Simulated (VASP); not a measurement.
HC4: single point with PBE+D3(BJ)

System: HC4, a slab with vacuum.

```
C H
1.0
     4.93130    0.00000    0.00000
    -2.46565    4.27064    0.00000
     0.00000    0.00000   18.00003
C H
8 2
Direct
  0.33333 0.16667 0.22222
  0.33333 0.66667 0.22222
  0.83333 0.16667 0.22222
  0.83333 0.66667 0.22222
  0.16667 0.33333 0.22222
  0.16667 0.83333 0.22222
  0.66667 0.33333 0.22222
  0.66667 0.83333 0.22222
  0.06464 0.16667 0.31833
  0.60202 0.16667 0.31833
```

- Program: VASP 6.6.1
- Task: single point
- Functional: PBE
- Dispersion: D3(BJ)
- Potentials or basis: VASP PAW PBE potentials, release 64 (C, H)
- Cutoff: 520 eV
- k mesh: 6 × 6 × 1
- Occupations: gaussian, width 0.1 eV
- Spin: no spin polarisation
- Dipole correction: yes
- Further INCAR settings: ALGO = Normal; EDIFF = 1e-07; NBANDS = 28

- Largest force: 0.838 eV/Å
- Band gap on the k mesh: zero (bands 17 and 18 overlap by 0.58 eV)
- Dispersion energy per atom: -0.091 eV

Forces on the atoms (eV/Å):
```
C    0.000 -0.230 -0.717
C    0.057  0.619 -0.075
C    0.000 -0.325 -0.730
C   -0.057  0.619 -0.075
C    0.099 -0.275  0.327
C    0.000 -0.203  0.037
C   -0.099 -0.275  0.327
C    0.000 -0.402 -0.342
H   -0.507  0.236  0.624
H    0.507  0.236  0.624
```

Levels at points of the mesh, in eV from the Fermi level:
```csv
k point,band 15,band 16,band 17,band 18,band 19,band 20
"(0.00, 0.00, 0.00)",-3.13,-2.76,-0.67,-0.39,1.33,1.36
"(0.50, 0.00, 0.00)",-3.46,-3.36,0.14,0.45,2.47,2.53
"(0.00, 0.50, 0.00)",-3.64,-3.15,-0.46,0.78,2.45,3.23
```

It took 3.7 min on 1 thread of Intel(R) Xeon(R) Platinum 8488C (Sapphire Rapids), with other jobs on the host, peak memory 0.56 GiB.
